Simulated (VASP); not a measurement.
# Pd (Fm-3m) in VASP: a series of runs

Runs on Pd. Level: LDA. Tasks: single point.

Everything below comes from runs of VASP 6.6.1. Logs are shortened: lines on timing, memory, paths and dates and some standing lists are left out, and cuts for length are marked.

**1. The cell of the first run**

It takes space group Fm-3m (No. 225, cubic). Conventional cell: a = 3.680 Å, b = 3.680 Å, c = 3.680 Å, α = 90.00°, β = 90.00°, γ = 90.00°. Within 3.4 Å of Pd (site symmetry m-3m) lie 12 Pd at 2.60 Å.

**2. Single point, LDA, collinear spin (12.46 Å³/atom)**

Contents of INCAR:

```
  PREC = Accurate
  ENCUT = 520
  EDIFF = 1E-6
  ISMEAR = -1
  SIGMA = 0.05
  LREAL = F
  LASPH = T
  NELM = 150
  ALGO = Normal
  ISIF = 2
  LWAVE = F
  LCHARG = F
  ISPIN = 2
  MAGMOM = 0.5
  LORBIT = 11
  LMAXMIX = 4
  NBANDS = 15
```

Contents of KPOINTS:

```
Automatic mesh
0
Gamma
  23 23 23
```

Contents of POSCAR:

```
Pd
1.0
    0.0000000000      1.8401707644      1.8401707644
    1.8401707644      0.0000000000      1.8401707644
    1.8401707644      1.8401707644      0.0000000000
Pd
1
Direct
    0.0000000000      0.0000000000      0.0000000000
```

Potentials or basis: VASP PAW LDA potentials, release 64 (Pd).

On the command line:

```console
$ cat potpaw_LDA.64/Pd/POTCAR > POTCAR
$ mpirun -np 1 vasp_std > vasp.out
```

OUTCAR:

```text
PREC = Accurate
   ENCUT = 520
   EDIFF = 1E-6
   ISMEAR = -1
   LREAL = F
   LASPH = T
   NELM = 150
   ISIF = 2
   ISPIN = 2
   LORBIT = 11

 ion  position               nearest neighbor table
   1  0.000  0.000  0.000-

  LATTYP: Found a face centered cubic cell.
 ALAT       =     3.6803415288

  Lattice vectors:

 A1 = (   0.0000000000,   1.8401707644,   1.8401707644)
 A2 = (   1.8401707644,   0.0000000000,   1.8401707644)
 A3 = (   1.8401707644,   1.8401707644,   0.0000000000)

Analysis of symmetry for initial positions (statically):
=====================================================================
 Subroutine PRICEL returns:
 Original cell was already a primitive cell.

 Routine SETGRP: Setting up the symmetry group for a
 face centered cubic supercell.

 Subroutine GETGRP returns: Found 48 space group operations
 (whereof 48 operations were pure point group operations)
 out of a pool of 48 trial point group operations.

The static configuration has the point symmetry O_h .

Analysis of symmetry for dynamics (positions and initial velocities):
=====================================================================
 Subroutine PRICEL returns:
 Original cell was already a primitive cell.

 Routine SETGRP: Setting up the symmetry group for a
 face centered cubic supercell.

 Subroutine GETGRP returns: Found 48 space group operations
 (whereof 48 operations were pure point group operations)
 out of a pool of 48 trial point group operations.

The dynamic configuration has the point symmetry O_h .

Analysis of structural, dynamic, and magnetic symmetry:
=====================================================================
 Subroutine PRICEL returns:
 Original cell was already a primitive cell.

 Routine SETGRP: Setting up the symmetry group for a
 face centered cubic supercell.

 Subroutine GETGRP returns: Found 48 space group operations
 (whereof 48 operations were pure point group operations)
 out of a pool of 48 trial point group operations.

The overall configuration has the point symmetry O_h .

 Subroutine INISYM returns: Found 48 space group operations
 (whereof 48 operations are pure point group operations),
 and found     1 'primitive' translations

----------------------------------------------------------------------------------------

                                     Primitive cell

  volume of cell :      12.4625

  direct lattice vectors                    reciprocal lattice vectors
     0.000000000  1.840170764  1.840170764    -0.271713914  0.271713914  0.271713914
     1.840170764  0.000000000  1.840170764     0.271713914 -0.271713914  0.271713914
     1.840170764  1.840170764  0.000000000     0.271713914  0.271713914 -0.271713914

  length of vectors
     2.602394452  2.602394452  2.602394452     0.470622303  0.470622303  0.470622303

  position of ions in fractional coordinates (direct lattice)
     0.000000000  0.000000000  0.000000000

  ion indices of the primitive-cell ions
   primitive index   ion index
                 1           1

----------------------------------------------------------------------------------------

 KPOINTS: Automatic mesh

Automatic generation of k-mesh.
 Grid dimensions read from file:
 generate k-points for:   23   23   23

 Generating k-lattice:

  Cartesian coordinates                     Fractional coordinates (reciprocal lattice)
    -0.011813648  0.011813648  0.011813648     0.043478261  0.000000000  0.000000000
     0.011813648 -0.011813648  0.011813648     0.000000000  0.043478261  0.000000000
     0.011813648  0.011813648 -0.011813648     0.000000000  0.000000000  0.043478261

  Length of vectors
     0.020461839  0.020461839  0.020461839

  Shift w.r.t. Gamma in fractional coordinates (k-lattice)
     0.000000000  0.000000000  0.000000000

 Subroutine IBZKPT returns following result:
 ===========================================

 Found    364 irreducible k-points:

 Following reciprocal coordinates:
            Coordinates               Weight
  0.000000  0.000000  0.000000      1.000000
  0.043478  0.000000  0.000000      8.000000
  0.086957  0.000000  0.000000      8.000000
  0.130435  0.000000  0.000000      8.000000
  0.173913  0.000000  0.000000      8.000000
  0.217391  0.000000  0.000000      8.000000
[... 16 lines left out ...]
  0.478261  0.043478  0.000000     24.000000
 -0.478261  0.043478  0.000000     24.000000
 [... further k-points ...]
   k-points           NKPTS =    364   k-points in BZ     NKDIM =    364   number of bands    NBANDS=     15
   number of dos      NEDOS =    301   number of ions     NIONS =      1
   total plane-waves  NPLWV =   8000
   dimension x,y,z NGX =    20 NGY =   20 NGZ =   20
   dimension x,y,z NGXF=    40 NGYF=   40 NGZF=   40
   ions per type =               1
   NGX,Y,Z   is equivalent  to a cutoff of  12.78, 12.78, 12.78 a.u.
   NGXF,Y,Z  is equivalent  to a cutoff of  25.55, 25.55, 25.55 a.u.
 SYSTEM =  unknown system
   PREC   = accura    normal or accurate (medium, high low for compatibility)
   ISTART =      0    job   : 0-new  1-cont  2-samecut
   ICHARG =      2    charge: 1-file 2-atom 10-const
   ISPIN  =      2    spin polarized calculation?
   LNONCOLLINEAR =      F non collinear calculations
   LSORBIT =      F    spin-orbit coupling
   LASPH  =      T    aspherical Exc in radial PAW
   ENCUT  =  520.0 eV  38.22 Ry    6.18 a.u.   4.84  4.84  4.84*2*pi/ulx,y,z
   NELM   =    150;   NELMIN=  2; NELMDL= -5     # of ELM steps
   EDIFF  = 0.1E-05   stopping-criterion for ELM
   LREAL  =      F    real-space projection
   EDIFFG = 0.1E-04   stopping-criterion for IOM
   NSW    =      0    number of steps for IOM
   IBRION =     -1    ionic relax: 0-MD 1-quasi-New 2-CG
   NFREE  =      0    steps in history (QN), initial steepest desc. (CG)
   ISIF   =      2    stress and relaxation
   ISYM   =      2    0-nonsym 1-usesym 2-fastsym
   POTIM  = 0.5000    time-step for ionic-motion
   TEBEG  =    0.0;   TEEND  =   0.0 temperature during run
   PSTRESS=    0.0 pullay stress
   NELECT =      10.0000    total number of electrons
   NUPDOWN=      -1.0000    fix difference up-down
   EMIN   =  10.00;   EMAX   =-10.00  energy-range for DOS
   EFERMI =   0.00;   METHOD = LEGACY
   ISMEAR =    -1;   SIGMA  =   0.05  broadening in eV -4-tet -1-fermi 0-gaus
   EFERMI_NEDOS =   21; number of points for ismear=-14 and -15
   IALGO  =     38    algorithm
   IMIX   =      4    mixing-type and parameters
     AMIX     =   0.40;   BMIX     =  1.00
     AMIX_MAG =   1.60;   BMIX_MAG =  1.00
  volume/ion in A,a.u.               =      12.46        84.10
  Fermi-wavevector in a.u.,A,eV,Ry     =   1.521271  2.874786 31.487510  2.314267
  Thomas-Fermi vector in A             =   2.630009
   LORBIT       =     11    0 simple, 1 ext, 2 COOP (PROOUT), +10 PAW based schemes
   GGA     = CA    functional components
   LHFCALC =     F    Hartree Fock is set to
   AEXX    =    0.0000 exact exchange contribution
   IVDW    =     0    specifies the selected vdW correction
   LEPSILON=     F    determine dielectric tensor
   LRPA    =     F    only Hartree local field effects (RPA)
 spin polarized calculation
  energy-cutoff  :      520.00
  volume of cell :       12.46
 maximum number of plane-waves:       343
   NGX =  9   NGY =  9   NGZ =  9

 number of electron      10.0000003 magnetization      -0.0002097

 number of electron      10.0000003 magnetization       0.0000961

 Free energy of the ion-electron system (eV)
  ---------------------------------------------------
  ext. energy  EPLUGINS =         0.00000000
  ---------------------------------------------------
  free energy    TOTEN  =        -6.31367195 eV

  energy without entropy =       -6.29895043  energy(sigma->0) =       -6.30631119

 E-fermi :  12.7870     XC(G=0): -14.5718

 val. band max:       12.7796034938   @ k =  -0.4348   0.3043   0.0435
 cond. band min:      12.7874541618   @ k =  -0.4783   0.3913   0.0870
 fundamental gap:      0.0078506680
 Fermi energy:        12.7869733903

 spin component 1

 k-point     1 :       0.0000    0.0000    0.0000
  band No.  band energies     occupation
      1       4.1488      1.00000
      2       9.0212      1.00000
      3       9.0212      1.00000
      4       9.0212      1.00000
      5      11.1827      1.00000
      6      11.1827      1.00000
      7      29.7998      0.00000
      8      35.5229      0.00000
      9      35.5229      0.00000
     10      35.5229      0.00000
     11      37.8529      0.00000
     12      41.6583      0.00000
     13      46.0818      0.00000
     14      46.0818      0.00000
     15      46.0818      0.00000
[... 397 lines left out ...]
 k-point    24 :      -0.4783    0.0435    0.0000
  band No.  band energies     occupation
      1       5.9989      1.00000
      2       8.9026      1.00000
      3       9.0030      1.00000
      4      12.1564      1.00000
      5      12.7565      0.64793
      6      14.0366      0.00000
      7      21.5375      0.00000
      8      29.3319      0.00000
      9      34.9648      0.00000
     10      35.2194      0.00000
     11      37.8793      0.00000
     12      43.1581      0.00000
     13      43.1617      0.00000
     14      46.4896      0.00000
     15      46.5464      0.00000

 [... further k-points ...]

 spin component 2

 k-point     1 :       0.0000    0.0000    0.0000
  band No.  band energies     occupation
      1       4.1487      1.00000
      2       9.0213      1.00000
      3       9.0213      1.00000
      4       9.0213      1.00000
      5      11.1829      1.00000
      6      11.1829      1.00000
      7      29.7997      0.00000
      8      35.5228      0.00000
      9      35.5228      0.00000
     10      35.5228      0.00000
     11      37.8532      0.00000
     12      41.6581      0.00000
     13      46.0820      0.00000
     14      46.0820      0.00000
     15      46.0820      0.00000
[... 397 lines left out ...]
 k-point    24 :      -0.4783    0.0435    0.0000
  band No.  band energies     occupation
      1       5.9989      1.00000
      2       8.9028      1.00000
      3       9.0031      1.00000
      4      12.1565      1.00000
      5      12.7567      0.64702
      6      14.0366      0.00000
      7      21.5376      0.00000
      8      29.3317      0.00000
      9      34.9647      0.00000
     10      35.2194      0.00000
     11      37.8796      0.00000
     12      43.1581      0.00000
     13      43.1616      0.00000
     14      46.4901      0.00000
     15      46.5467      0.00000

 [... further k-points ...]

------------------------ aborting loop because EDIFF is reached ----------------------------------------

  FORCE on cell =-STRESS in cart. coord.  units (eV):
  Direction    XX          YY          ZZ          XY          YZ          ZX
  --------------------------------------------------------------------------------------
  -------------------------------------------------------------------------------------
  Total        3.1762709      3.1762709      3.1762709     -0.0000000      0.0000000     -0.0000000
  in kB      408.3417052    408.3417052    408.3417052     -0.0000000      0.0000000     -0.0000000
  external PRESSURE =     408.3417052 kB  Pullay stress =       0.0000000 kB

 VOLUME and BASIS-vectors are now :
 -----------------------------------------------------------------------------
  energy-cutoff  :      520.00
  volume of cell :       12.46
      direct lattice vectors                 reciprocal lattice vectors
     0.000000000  1.840170764  1.840170764    -0.271713914  0.271713914  0.271713914
     1.840170764  0.000000000  1.840170764     0.271713914 -0.271713914  0.271713914
     1.840170764  1.840170764  0.000000000     0.271713914  0.271713914 -0.271713914

 POSITION                                       TOTAL-FORCE (eV/Angst)
 -----------------------------------------------------------------------------------
      0.00000      0.00000      0.00000         0.000000     -0.000000      0.000000
 -----------------------------------------------------------------------------------
    total drift:                                0.000000     -0.000000     -0.000000

  FREE ENERGIE OF THE ION-ELECTRON SYSTEM (eV)
  ---------------------------------------------------
  free  energy   TOTEN  =        -6.3136719505 eV

  energy  without entropy=       -6.2989504278  energy(sigma->0) =       -6.30631119

 total charge

# of ion       s       p       d       tot
------------------------------------------
    1        0.589   0.691   8.601   9.880

 magnetization (x)

# of ion       s       p       d       tot
------------------------------------------
    1       -0.000  -0.000   0.000   0.000
```

Run time: 1.7 min. Hardware: 1 thread of Intel Xeon 8259CL, shared host; peak memory 0.21 GiB.

What came out:

* Free energy: -6.3137 eV
* Pressure: 40.8 GPa
* Band gap on the k mesh: zero (filled and empty bands overlap)
* Net moment: 0.00 μB per cell
* Valence electrons inside the program's atomic spheres: Pd 9.88

Caveat: the cell stands under pressure.

**3. Single point, LDA, collinear spin (13.03 Å³/atom)**

This run uses another cell than the first one, of 13.03 Å³/atom.

Contents of INCAR:

```
SYSTEM = Pd
PREC = Accurate ; ENCUT = 520
EDIFF = 1E-6 ; ISMEAR = -1
SIGMA = 0.05 ; LREAL = .FALSE.
LASPH = .TRUE. ; NELM = 150
ALGO = Normal ; ISIF = 2
LWAVE = .FALSE. ; LCHARG = .FALSE.
ISPIN = 2 ; MAGMOM = 0.5
LORBIT = 11 ; LMAXMIX = 4
GGA = CA ; NBANDS = 15
```

Contents of KPOINTS:

```
Automatic mesh
0
G
  23 23 23
  0 0 0
```

Contents of POSCAR:

```
Pd
1.0
    0.0000000000      1.8676400495      1.8676400495
    1.8676400495      0.0000000000      1.8676400495
    1.8676400495      1.8676400495      0.0000000000
Pd
1
Direct
    0.0000000000      0.0000000000      0.0000000000
```

Potentials or basis: VASP PAW LDA potentials, release 64 (Pd).

On the command line:

```console
$ cat potpaw_LDA.64/Pd/POTCAR > POTCAR
$ mpirun -np 1 vasp_std > vasp.out
```

OUTCAR:

```text
SYSTEM = Pd
   PREC = Accurate
   ENCUT = 520
   EDIFF = 1E-6
   ISMEAR = -1
   LREAL = .FALSE.
   LASPH = .TRUE.
   NELM = 150
   ISIF = 2
   ISPIN = 2
   LORBIT = 11
   GGA = CA

 ion  position               nearest neighbor table
   1  0.000  0.000  0.000-

  LATTYP: Found a face centered cubic cell.
 ALAT       =     3.7352800990

  Lattice vectors:

 A1 = (   0.0000000000,   1.8676400495,   1.8676400495)
 A2 = (   1.8676400495,   0.0000000000,   1.8676400495)
 A3 = (   1.8676400495,   1.8676400495,   0.0000000000)

Analysis of symmetry for initial positions (statically):
=====================================================================
 Subroutine PRICEL returns:
 Original cell was already a primitive cell.

 Routine SETGRP: Setting up the symmetry group for a
 face centered cubic supercell.

 Subroutine GETGRP returns: Found 48 space group operations
 (whereof 48 operations were pure point group operations)
 out of a pool of 48 trial point group operations.

The static configuration has the point symmetry O_h .

Analysis of symmetry for dynamics (positions and initial velocities):
=====================================================================
 Subroutine PRICEL returns:
 Original cell was already a primitive cell.

 Routine SETGRP: Setting up the symmetry group for a
 face centered cubic supercell.

 Subroutine GETGRP returns: Found 48 space group operations
 (whereof 48 operations were pure point group operations)
 out of a pool of 48 trial point group operations.

The dynamic configuration has the point symmetry O_h .

Analysis of structural, dynamic, and magnetic symmetry:
=====================================================================
 Subroutine PRICEL returns:
 Original cell was already a primitive cell.

 Routine SETGRP: Setting up the symmetry group for a
 face centered cubic supercell.

 Subroutine GETGRP returns: Found 48 space group operations
 (whereof 48 operations were pure point group operations)
 out of a pool of 48 trial point group operations.
[... 164 lines left out ...]
      4       8.3760      1.00000
      5      10.3884      1.00000
      6      10.3884      1.00000
      7      28.9641      0.00000
      8      34.4157      0.00000
      9      34.4157      0.00000
     10      34.4157      0.00000
     11      37.1443      0.00000
     12      40.3684      0.00000
     13      45.0705      0.00000
     14      45.0705      0.00000
[... 403 lines left out ...]
      4      11.3219      0.99999
      5      11.8502      0.65076
      6      13.1567      0.00000
      7      20.2087      0.00000
      8      28.4640      0.00000
      9      33.6511      0.00000
     10      33.9080      0.00000
     11      37.1696      0.00000
     12      41.4408      0.00000
     13      41.4585      0.00000
     14      45.3703      0.00000
     15      45.7747      0.00000

 [... further k-points ...]

 spin component 2

 k-point     1 :       0.0000    0.0000    0.0000
  band No.  band energies     occupation
      1       3.6311      1.00000
      2       8.3760      1.00000
      3       8.3760      1.00000
      4       8.3760      1.00000
      5      10.3885      1.00000
      6      10.3885      1.00000
      7      28.9639      0.00000
      8      34.4155      0.00000
      9      34.4155      0.00000
     10      34.4155      0.00000
     11      37.1443      0.00000
     12      40.3682      0.00000
     13      45.0704      0.00000
     14      45.0704      0.00000
[... 403 lines left out ...]
      4      11.3219      0.99999
      5      11.8503      0.65042
      6      13.1566      0.00000
      7      20.2086      0.00000
      8      28.4638      0.00000
      9      33.6511      0.00000
     10      33.9079      0.00000
     11      37.1697      0.00000
     12      41.4407      0.00000
     13      41.4584      0.00000
     14      45.3703      0.00000
     15      45.7762      0.00000

 [... further k-points ...]

------------------------ aborting loop because EDIFF is reached ----------------------------------------

  FORCE on cell =-STRESS in cart. coord.  units (eV):
  Direction    XX          YY          ZZ          XY          YZ          ZX
  --------------------------------------------------------------------------------------
  -------------------------------------------------------------------------------------
  Total        1.9257952      1.9257952      1.9257952     -0.0000000      0.0000000      0.0000000
  in kB      236.8160567    236.8160567    236.8160567     -0.0000000      0.0000000      0.0000000
  external PRESSURE =     236.8160567 kB  Pullay stress =       0.0000000 kB

 VOLUME and BASIS-vectors are now :
 -----------------------------------------------------------------------------
  energy-cutoff  :      520.00
  volume of cell :       13.03
      direct lattice vectors                 reciprocal lattice vectors
     0.000000000  1.867640050  1.867640050    -0.267717540  0.267717540  0.267717540
     1.867640050  0.000000000  1.867640050     0.267717540 -0.267717540  0.267717540
     1.867640050  1.867640050  0.000000000     0.267717540  0.267717540 -0.267717540

 POSITION                                       TOTAL-FORCE (eV/Angst)
 -----------------------------------------------------------------------------------
      0.00000      0.00000      0.00000         0.000000      0.000000      0.000000
 -----------------------------------------------------------------------------------
    total drift:                                0.000000      0.000000      0.000000

  FREE ENERGIE OF THE ION-ELECTRON SYSTEM (eV)
  ---------------------------------------------------
  free  energy   TOTEN  =        -6.4267928794 eV

  energy  without entropy=       -6.4109232210  energy(sigma->0) =       -6.41885805

 total charge

# of ion       s       p       d       tot
------------------------------------------
    1        0.561   0.631   8.554   9.746

 magnetization (x)

# of ion       s       p       d       tot
------------------------------------------
    1       -0.000  -0.000   0.000   0.000
```

Run time: 1.7 min. Hardware: 1 thread of Intel Xeon 8259CL, shared host; peak memory 0.21 GiB.

What came out:

```yaml
Free_energy: -6.4268 eV
Pressure: 23.7 GPa
Band_gap_on_the_k_mesh: zero (filled and empty bands overlap)
Net_moment: 0.00 μB per cell
Valence_electrons_inside_the_program's_atomic_spheres: Pd 9.75
```

Caveat: the cell stands under pressure.
